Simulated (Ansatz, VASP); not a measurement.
## ZnS: VASP beside Ansatz

Contents of POSCAR:

```
ZnS
1.0
    0.0000000000      2.7050000000      2.7050000000
    2.7050000000      0.0000000000      2.7050000000
    2.7050000000      2.7050000000      0.0000000000
Zn S
1 1
Direct
    0.0000000000      0.0000000000      0.0000000000
    0.2750000000      0.2500000000      0.2350000000
```

Contents of INCAR.step1:

```
SYSTEM = ZnS
PREC = Accurate ; ENCUT = 400
EDIFF = 1E-5 ; ISMEAR = 0
SIGMA = 0.01 ; LREAL = .FALSE.
LASPH = .TRUE. ; NELM = 120
ALGO = Normal ; ISIF = 2
LWAVE = .TRUE. ; NBANDS = 16
GGA = PE ; GGA_COMPAT = .FALSE.
```

INCAR.step2

```
SYSTEM = ZnS
PREC = Accurate ; ENCUT = 400
EDIFF = 1E-6 ; ISMEAR = 0
SIGMA = 0.01 ; LREAL = .FALSE.
LASPH = .TRUE. ; NELM = 120
ALGO = Normal ; ISIF = 2
LWAVE = .FALSE. ; LCHARG = .TRUE.
GGA = PE ; LHFCALC = .TRUE.
AEXX = 1.0 ; ALDAC = 0.0
AGGAC = 0.0 ; PRECFOCK = Normal
LELF = .TRUE. ; LVHAR = .TRUE.
NBANDS = 16 ; ISTART = 1
GGA_COMPAT = .FALSE.
```

The input KPOINTS:

```
regular mesh
0
G
  3 3 3
  0 0 0
```

Input for Ansatz:

```yaml
crystal:
  lattice:
    - [0.0, 2.705, 2.705]
    - [2.705, 0.0, 2.705]
    - [2.705, 2.705, 0.0]
  atoms:
    - { symbol: Zn, position: [0, 0, 0] }
    - { symbol: S, position: [0.275, 0.25, 0.235] }
basis:
  precision: f64
  xc_grid: 2
  ecutwfc: 700
  ecutrho_ratio: 4
kpoints:
  mp_grid: { grid: [3, 3, 3], shift: [0, 0, 0] }
hamiltonian:
  xc: hf
  dispersion: none
  pseudopotentials:
    kind: paw
    azcp:
      S: "pseudopotentials/S.paw.azcp"
      Zn: "pseudopotentials/Zn.paw.azcp"
magnetization:
  spin_polarized: false
scf:
  lower_state_search: "off"
  max_iter: 200
  occupations: { method: fixed }
  convergence: { dr2_threshold: "1e-10 eV" }
  exx: { energy_threshold: "3e-8 eV", ecutfock_ratio: 4 }
output:
  forces: true
  stress: true
  eigenvalues: true
```

Alike in both runs: task single point; functional HF; k mesh 3 × 3 × 3; no spin polarisation.

```csv
,VASP,Ansatz
version,VASP 6.6.1,Ansatz 0.2.0-dev
potentials or method,"VASP PAW PBE potentials, release 64 (Zn, S), cutoff 400 eV",hard PAW set made for 700 eV
occupations,"gaussian, width 0.01 eV",fixed
```

Ansatz gave:

```
gap on the k mesh at the Fermi level (eV) : 10.39
rms of the force components (eV/Å)        : 0.392
```

Problem. Which values does VASP return?

Solution. gap on the k mesh at the Fermi level (eV): 10.54; rms of the force components (eV/Å): 0.384.

VASP's potentials were made for PBE, not for HF. Atom by atom the forces differ by 0.008 eV/Å (rms over components).

The k mesh is coarse, so the values compare programs but aren't converged.
